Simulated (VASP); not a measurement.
WSe2: single point with PBE+D3(BJ)

WSe2:

```
CELL_PARAMETERS angstrom
3.24624 0.00000 0.00000
-1.62312 2.81132 0.00000
0.00000 0.00000 12.78861
ATOMIC_POSITIONS crystal
W 0.33333 0.66667 0.25000
W 0.66667 0.33333 0.75000
Se 0.33333 0.66667 0.61829
Se 0.66667 0.33333 0.11829
Se 0.33333 0.66667 0.88171
Se 0.66667 0.33333 0.38171
```

This cell differs from its parent crystal: strain -0.0100 x Voigt [1, 1, 0, 0, 0, 0].

```
Program             : VASP 6.6.1
Task                : single point
Functional          : PBE
Dispersion          : D3(BJ)
Potentials or basis : VASP PAW PBE potentials, release 64 (W_sv, Se)
Cutoff              : 520 eV
k mesh              : 12 × 12 × 2
Occupations         : gaussian, width 0.05 eV
Spin                : no spin polarisation
```

| Quantity | Value |
| --- | --- |
| Pressure | 3.2 GPa |
| Largest force | 0.270 eV/Å |
| Band gap on the k mesh | 0.90 eV (least direct gap 1.67 eV) |
| Dispersion energy per atom | -0.485 eV |

Forces in eV/Å, atoms in the order of the input:
```
W    0.000  0.000  0.000
W    0.000  0.000  0.000
Se   0.000  0.000 -0.270
Se   0.000  0.000 -0.270
Se   0.000  0.000  0.270
Se   0.000  0.000  0.270
```

Stress tensor (GPa, compression positive):
```
3.51 0.00 0.00
0.00 3.51 0.00
0.00 0.00 2.51
```

Levels at points of the mesh, in eV from the valence-band top:
```csv
k point,band 23,band 24,band 25,band 26,band 27,band 28,band 29,band 30
"(0.00, 0.00, 0.00)",-1.38,-1.28,-1.00,0.00,2.76,2.76,2.82,2.82
"(0.50, 0.00, 0.00)",-1.48,-1.32,-1.28,-0.96,2.31,2.35,2.36,2.83
"(0.00, 0.00, 0.50)",-1.41,-1.41,-0.22,-0.22,2.76,2.76,2.76,2.76
"(0.50, 0.00, 0.50)",-1.38,-1.38,-1.12,-1.12,2.33,2.33,2.63,2.63
```

Run time: 57 s on 1 thread of Intel(R) Xeon(R) 6975P-C (Granite Rapids) (shared host), peak memory 0.3 GiB.

Caveat: the cell differs from its parent crystal (strain -0.0100 x Voigt [1, 1, 0, 0, 0, 0]); the cell stands under pressure; spin-orbit coupling is left out, which moves the levels of the heavy elements. A k mesh can miss the band edges.
